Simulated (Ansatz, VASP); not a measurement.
**Two plane-wave programs on BAs**

Contents of INCAR:

```
PREC = Accurate
ENCUT = 500
EDIFF = 1E-6
ISMEAR = 0
SIGMA = 0.05
LREAL = False
LASPH = True
NELM = 120
ALGO = Normal
ISIF = 2
LWAVE = False
LCHARG = False
GGA = PE
NBANDS = 11
GGA_COMPAT = False
```

The input KPOINTS:

```
regular mesh
0
Gamma
  6 6 6
```

Contents of POSCAR:

```
BAs
1.0
    2.9504399186      0.0000000000      0.0000000000
    0.0000000000      2.9504399186      0.0000000000
    0.0000000000      0.0000000000      2.9504399186
B As
1 1
Direct
    0.0000000000      0.0000000000      0.0000000000
    0.5000000000      0.5000000000      0.5000000000
```

Input for Ansatz:

```yaml
crystal:
  lattice:
    - [2.9504399186, 0.0, 0.0]
    - [0.0, 2.9504399186, 0.0]
    - [0.0, 0.0, 2.9504399186]
  atoms:
    - { symbol: B, position: [0.0, 0.0, 0.0] }
    - { symbol: As, position: [0.5, 0.5, 0.5] }
basis:
  ecutwfc: 420
kpoints:
  mp_grid: { grid: [6, 6, 6] }
hamiltonian:
  xc: pbe
scf:
  occupations: { method: gaussian, width: 0.05 }
output:
  forces: true
  stress: true
  eigenvalues: true
```

Alike in both runs: task single point; functional PBE; k mesh 6 × 6 × 6; occupations gaussian, width 0.05 eV; no spin polarisation.

|  | VASP | Ansatz |
| --- | --- | --- |
| version | VASP 6.6.1 | Ansatz 0.2.0 |
| potentials or method | VASP PAW PBE potentials, release 64 (B, As), cutoff 500 eV | scalar-relativistic, plane waves, PAW |
| valence electrons in the cell | 8 | 18 |

```csv
,VASP,Ansatz,Ansatz less VASP
gap on the k mesh at the Fermi level (eV),none,none,-
pressure (GPa),-0.6,-0.8,-0.17
```

A gap of «none» marks a metal or a gap that the smearing closes. With one functional, cell and mesh, what is left measures potentials, basis and numerics. VASP's potentials hold 8 valence electrons a cell and Ansatz's 18, so a difference there can come from the potentials and not from the codes.
